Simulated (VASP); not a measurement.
Runs of VASP 6.6.1 on Ir. The structure is that of space group Fm-3m (No. 225), or close to it. The cells are those of the table. 

```tsv
cell	gap on the mesh (eV)	pressure (GPa)
a = 2.774 Å, angles 60.0°, 1 atom	none	-17.9
a = 2.663 Å, angles 60.0°, 1 atom	none	30.6
a = 2.747 Å, angles 60.0°, 1 atom	none	(b)
a = 2.692 Å, angles 60.0°, 1 atom	none	14.9
a = 2.720 Å, angles 60.0°, 1 atom	none	(a)
```

Alike in all rows: task single point; level r2SCAN; potentials or basis VASP PAW PBE potentials, release 64 (Ir); no spin polarisation; k mesh 15 × 15 × 15; cutoff (eV) 520; smearing fermi-dirac 0.1 eV.

Task: Fill in the values left out.

Result: (a) 1.9; (b) -8.9.

Caveats: the PAW data sets were made with another functional, which shifts forces and pressure a little; spin-orbit coupling is left out, which moves the levels of the heavy elements.

A k mesh can miss the band edges, and the runs leave out spin-orbit coupling on Ir.

A gap of «none» marks levels without a gap at the run's occupations.
